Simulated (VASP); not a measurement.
# AlRu (Pm-3m) in VASP: further runs

Runs on AlRu. Level: r2SCAN. Tasks: single point, relaxation of cell and atoms.

Everything below comes from runs of VASP 6.6.1. Logs are shortened: lines on timing, memory, paths and dates and some standing lists are left out, and cuts for length are marked.

**1. The cell of the first run**

It takes space group Pm-3m (No. 221, cubic). The conventional cell has a = 2.982 Å, b = 2.982 Å, c = 2.982 Å, α = 90.00°, β = 90.00°, γ = 90.00°. Al (site symmetry m-3m) has 8 Ru at 2.58 Å and 6 Al at 2.98 Å within 3.4 Å. Within 3.4 Å of Ru (site symmetry m-3m) lie 8 Al at 2.58 Å and 6 Ru at 2.98 Å.

**2. Single point, r2SCAN**

POSCAR reads:

```
AlRu
1.0
    2.9818973641      0.0000000000      0.0000000000
    0.0000000000      2.9818973641      0.0000000000
    0.0000000000      0.0000000000      2.9818973641
Al Ru
1 1
Direct
    0.0000000000      0.0000000000      0.0000000000
    0.5000000000      0.5000000000      0.5000000000
```

INCAR.step1 reads:

```
ALGO = Normal ; EDIFF = 1E-4
ENCUT = 520 ; GGA = PE
ISMEAR = -1 ; LASPH = T
LCHARG = F ; LREAL = F
LWAVE = T ; NBANDS = 16
NELM = 100 ; PREC = Accurate
SIGMA = 0.05
```

INCAR.step2 reads:

```
ALGO = Normal ; EDIFF = 1E-7
ENCUT = 520 ; ISIF = 2
ISMEAR = -1 ; ISTART = 1
LASPH = T ; LCHARG = F
LMIXTAU = T ; LREAL = F
LWAVE = F ; METAGGA = R2SCAN
NBANDS = 16 ; NELM = 100
PREC = Accurate ; SIGMA = 0.05
```

KPOINTS reads:

```
k-points
0
Gamma
  12 12 12
```

Potentials or basis: VASP PAW PBE potentials, release 64 (Al, Ru_pv).

Command:

```sh
> cat potpaw_PBE.64/Al/POTCAR potpaw_PBE.64/Ru_pv/POTCAR > POTCAR
> cp INCAR.step1 INCAR
> mpirun -np 1 vasp_std > vasp.out
> cp INCAR.step2 INCAR
> mpirun -np 1 vasp_std > vasp.out
```

OUTCAR:

```text
EDIFF = 1E-7
   ENCUT = 520
   ISIF = 2
   ISMEAR = -1
   ISTART = 1
   LASPH = T
   LREAL = F
   METAGGA = R2SCAN
   NELM = 100
   PREC = Accurate

 ion  position               nearest neighbor table
   1  0.000  0.000  0.000-   2 2.58   2 2.58   2 2.58   2 2.58   2 2.58   2 2.58   2 2.58   2 2.58

   2  0.500  0.500  0.500-   1 2.58   1 2.58   1 2.58   1 2.58   1 2.58   1 2.58   1 2.58   1 2.58

  LATTYP: Found a simple cubic cell.
 ALAT       =     2.9818973641

  Lattice vectors:

 A1 = (   2.9818973641,   0.0000000000,   0.0000000000)
 A2 = (   0.0000000000,   2.9818973641,   0.0000000000)
 A3 = (   0.0000000000,   0.0000000000,   2.9818973641)

Analysis of symmetry for initial positions (statically):
=====================================================================
 Subroutine PRICEL returns:
 Original cell was already a primitive cell.

 Routine SETGRP: Setting up the symmetry group for a
 simple cubic supercell.

 Subroutine GETGRP returns: Found 48 space group operations
 (whereof 48 operations were pure point group operations)
 out of a pool of 48 trial point group operations.

The static configuration has the point symmetry O_h .

Analysis of symmetry for dynamics (positions and initial velocities):
=====================================================================
 Subroutine PRICEL returns:
 Original cell was already a primitive cell.

 Routine SETGRP: Setting up the symmetry group for a
 simple cubic supercell.

 Subroutine GETGRP returns: Found 48 space group operations
 (whereof 48 operations were pure point group operations)
 out of a pool of 48 trial point group operations.

The dynamic configuration has the point symmetry O_h .

 Subroutine INISYM returns: Found 48 space group operations
 (whereof 48 operations are pure point group operations),
 and found     1 'primitive' translations

----------------------------------------------------------------------------------------

                                     Primitive cell

  volume of cell :      26.5142

  direct lattice vectors                    reciprocal lattice vectors
     2.981897364  0.000000000  0.000000000     0.335356948  0.000000000  0.000000000
     0.000000000  2.981897364  0.000000000     0.000000000  0.335356948  0.000000000
     0.000000000  0.000000000  2.981897364     0.000000000  0.000000000  0.335356948

  length of vectors
     2.981897364  2.981897364  2.981897364     0.335356948  0.335356948  0.335356948

[... 74 lines left out ...]
   ISPIN  =      1    spin polarized calculation?
   LNONCOLLINEAR =      F non collinear calculations
   LSORBIT =      F    spin-orbit coupling
   LASPH  =      T    aspherical Exc in radial PAW
   ENCUT  =  520.0 eV  38.22 Ry    6.18 a.u.   5.54  5.54  5.54*2*pi/ulx,y,z
   NELM   =    100;   NELMIN=  2; NELMDL=  0     # of ELM steps
   EDIFF  = 0.1E-06   stopping-criterion for ELM
   LREAL  =      F    real-space projection
   EDIFFG = 0.1E-05   stopping-criterion for IOM
   NSW    =      0    number of steps for IOM
   IBRION =     -1    ionic relax: 0-MD 1-quasi-New 2-CG
   NFREE  =      0    steps in history (QN), initial steepest desc. (CG)
   ISIF   =      2    stress and relaxation
   ISYM   =      2    0-nonsym 1-usesym 2-fastsym
   POTIM  = 0.5000    time-step for ionic-motion
   TEBEG  =    0.0;   TEEND  =   0.0 temperature during run
   PSTRESS=    0.0 pullay stress
   NELECT =      17.0000    total number of electrons
   NUPDOWN=      -1.0000    fix difference up-down
   EMIN   =  10.00;   EMAX   =-10.00  energy-range for DOS
   EFERMI =   0.00;   METHOD = LEGACY
   ISMEAR =    -1;   SIGMA  =   0.05  broadening in eV -4-tet -1-fermi 0-gaus
   EFERMI_NEDOS =   21; number of points for ismear=-14 and -15
   IALGO  =     38    algorithm
   IMIX   =      4    mixing-type and parameters
     AMIX     =   0.40;   BMIX     =  1.00
     AMIX_MAG =   1.60;   BMIX_MAG =  1.00
  volume/ion in A,a.u.               =      13.26        89.46
  Fermi-wavevector in a.u.,A,eV,Ry     =   1.411665  2.667661 27.113680  1.992799
  Thomas-Fermi vector in A             =   2.533493
   LORBIT       =      0    0 simple, 1 ext, 2 COOP (PROOUT), +10 PAW based schemes
   METAGGA = R2SCAN    functional components
   LHFCALC =     F    Hartree Fock is set to
   AEXX    =    0.0000 exact exchange contribution
   IVDW    =     0    specifies the selected vdW correction
   LEPSILON=     F    determine dielectric tensor
   LRPA    =     F    only Hartree local field effects (RPA)
 non-spin polarized calculation
  energy-cutoff  :      520.00
  volume of cell :       26.51
 maximum number of plane-waves:       739
 NGX is ok and might be reduce to    24
   NGX = 11   NGY = 11   NGZ = 11

 number of electron      16.9999996 magnetization

 Free energy of the ion-electron system (eV)
  ---------------------------------------------------
  ext. energy  EPLUGINS =         0.00000000
  ---------------------------------------------------
  free energy    TOTEN  =       -33.62088673 eV

  energy without entropy =      -33.60953299  energy(sigma->0) =      -33.61520986

 E-fermi :  10.6880     XC(G=0): -13.6719

 val. band max:       10.6758892312   @ k =   0.0833   0.0833   0.0000
 cond. band min:      10.6931965338   @ k =   0.2500   0.0833   0.0833
 fundamental gap:      0.0173073026
 Fermi energy:        10.6880092876

 k-point     1 :       0.0000    0.0000    0.0000
  band No.  band energies     occupation
      1     -32.3767      2.00000
      2     -32.3767      2.00000
      3     -32.3767      2.00000
      4       0.4739      2.00000
      5       6.9647      2.00000
      6       6.9647      2.00000
[... 433 lines left out ...]
      3     -32.3414      2.00000
      4       4.3765      2.00000
      5       6.5575      2.00000
      6       8.6949      2.00000
[... 8 lines left out ...]
     15      23.9300      0.00000
     16      26.7855      0.00000

 [... further k-points ...]
[... 5 lines left out ...]
  --------------------------------------------------------------------------------------
  -------------------------------------------------------------------------------------
  Total        0.0216587      0.0216587      0.0216587     -0.0000000      0.0000000     -0.0000000
  in kB        1.3087720      1.3087720      1.3087720     -0.0000000      0.0000000     -0.0000000
  external PRESSURE =       1.3087720 kB  Pullay stress =       0.0000000 kB

 VOLUME and BASIS-vectors are now :
 -----------------------------------------------------------------------------
  energy-cutoff  :      520.00
  volume of cell :       26.51
      direct lattice vectors                 reciprocal lattice vectors
     2.981897364  0.000000000  0.000000000     0.335356948  0.000000000  0.000000000
     0.000000000  2.981897364  0.000000000     0.000000000  0.335356948  0.000000000
     0.000000000  0.000000000  2.981897364     0.000000000  0.000000000  0.335356948

 POSITION                                       TOTAL-FORCE (eV/Angst)
 -----------------------------------------------------------------------------------
      0.00000      0.00000      0.00000         0.000000      0.000000      0.000000
      1.49095      1.49095      1.49095         0.000000      0.000000      0.000000
 -----------------------------------------------------------------------------------
    total drift:                                0.000000     -0.000000     -0.000000

  FREE ENERGIE OF THE ION-ELECTRON SYSTEM (eV)
  ---------------------------------------------------
  free  energy   TOTEN  =       -33.6208867255 eV

  energy  without entropy=      -33.6095329929  energy(sigma->0) =      -33.61520986
```

OUTCAR.step1:

```text
EDIFF = 1E-4
   ENCUT = 520
   GGA = PE
   ISMEAR = -1
   LASPH = T
   LREAL = F
[... 676 lines left out ...]
 -----------------------------------------------------------------------------------
      0.00000      0.00000      0.00000         0.000000      0.000000      0.000000
      1.49095      1.49095      1.49095         0.000000      0.000000      0.000000
 -----------------------------------------------------------------------------------
    total drift:                                0.000000     -0.000000     -0.000000

  FREE ENERGIE OF THE ION-ELECTRON SYSTEM (eV)
  ---------------------------------------------------
  free  energy   TOTEN  =       -14.2629210452 eV

  energy  without entropy=      -14.2512169065  energy(sigma->0) =      -14.25706898
```

Run time: 3.9 min. Hardware: 1 thread of AMD EPYC 7R13, shared host; peak memory 0.14 GiB.

Results:

```
Free energy : -33.6209 eV
Pressure    : 0.1 GPa
```

Caveat: the PAW data sets were made with another functional, which shifts forces and pressure a little.

**3. Relaxation of cell and atoms, r2SCAN**

This run uses another cell than the first one, of 13.39 Å³/atom, 1.010 times its volume.

POSCAR reads:

```
AlRu
1.0
    2.9916000000      0.0000000000      0.0000000000
    0.0000000000      2.9916000000      0.0000000000
    0.0000000000      0.0000000000      2.9916000000
Al Ru
1 1
Direct
    0.0000000000      0.0000000000      0.0000000000
    0.5000000000      0.5000000000      0.5000000000
```

INCAR.step1 reads:

```
SYSTEM = AlRu
PREC     = Accurate       ! precision mode
ENCUT    = 600            ! plane-wave cutoff, eV
ISMEAR   = -1             ! smearing method
SIGMA    = 0.05           ! smearing width, eV
LREAL    = .False.        ! projectors in reciprocal space
LASPH    = .True.         ! aspherical terms in the spheres
NELM     = 60             ! most SCF steps
GGA      = PE             ! functional
ALGO     = Normal         ! electronic algorithm
EDIFF    = 1E-4           ! SCF threshold, eV
LWAVE    = .True.         ! write WAVECAR
LCHARG   = .False.        ! write CHGCAR
```

INCAR.step2 reads:

```
SYSTEM = AlRu
PREC     = Accurate       ! precision mode
ENCUT    = 600            ! plane-wave cutoff, eV
EDIFF    = 1E-6           ! SCF threshold, eV
ISMEAR   = -1             ! smearing method
SIGMA    = 0.05           ! smearing width, eV
LREAL    = .False.        ! projectors in reciprocal space
LASPH    = .True.         ! aspherical terms in the spheres
NELM     = 60             ! most SCF steps
ALGO     = Normal         ! electronic algorithm
ISIF     = 3              ! what is computed and relaxed
LWAVE    = .False.        ! write WAVECAR
LCHARG   = .False.        ! write CHGCAR
METAGGA  = R2SCAN         ! meta-GGA
LMIXTAU  = .True.       
IBRION   = 2              ! ionic algorithm
NSW      = 100            ! ionic steps
EDIFFG   = -0.002         ! ionic threshold
ISTART   = 1
```

KPOINTS reads:

```
Automatic mesh
0
Gamma
  12 12 12
  0 0 0
```

Potentials or basis: VASP PAW PBE potentials, release 64 (Al, Ru_pv).

Command:

```sh
> cat potpaw_PBE.64/Al/POTCAR potpaw_PBE.64/Ru_pv/POTCAR > POTCAR
> cp INCAR.step1 INCAR
> mpirun -np 1 vasp_std > vasp.out
> cp INCAR.step2 INCAR
> mpirun -np 1 vasp_std > vasp.out
```

It took 6.5 min on 1 thread of AMD EPYC 7R13, shared host; peak memory 0.15 GiB.

Results (log left out):

```yaml
Free_energy: -33.6192 eV
Relaxed_volume: 13.27 Å³/atom
Relaxed_cell: a = 2.983 Å, b = 2.983 Å, c = 2.983 Å, α = 90.00°, β = 90.00°, γ = 90.00°
Space_group_after_relaxing_to_0.05_Å: Pm-3m (No. 221)
Energy_gained_by_relaxing: 0.8 meV/atom
Ionic_steps: 3
Pressure_after_relaxing: 0.0 GPa
```

The path:
| step | energy change (eV) | largest force (eV/Å) | pressure (GPa) | volume (Å³) |
| --- | --- | --- | --- | --- |
| 1 | 0.0000 | 0.0000 | -2.00 | 26.77 |
| 2 | 0.0027 | 0.0000 | 3.46 | 26.13 |
| 3 | -0.0015 | 0.0000 | -0.02 | 26.53 |

Final structure:
```cif
data_structure
_symmetry_space_group_name_H-M 'P 1'
_symmetry_Int_Tables_number 1
_cell_length_a 2.9826
_cell_length_b 2.9826
_cell_length_c 2.9826
_cell_angle_alpha 90.000
_cell_angle_beta 90.000
_cell_angle_gamma 90.000
_cell_volume 26.53
loop_
_atom_site_label
_atom_site_type_symbol
_atom_site_fract_x
_atom_site_fract_y
_atom_site_fract_z
_atom_site_occupancy
Al1 Al 0.00000 0.00000 0.00000 1
Ru1 Ru 0.50000 0.50000 0.50000 1
```

Levels at points of the mesh, in eV from the Fermi level:
```tsv
k point	band 7	band 8	band 9	band 10	band 11	band 12
(0.00, 0.00, 0.00)	0.19	0.19	0.19	6.58	6.58	6.58
(0.50, 0.00, 0.00)	-1.69	-1.69	0.46	2.56	7.75	10.37
(0.50, 0.50, 0.00)	-1.47	-1.25	-1.25	1.76	5.73	6.87
(0.50, 0.50, 0.50)	1.86	1.86	3.27	4.36	4.36	4.36
```

Caveat: the PAW data sets were made with another functional, which shifts forces and pressure a little.
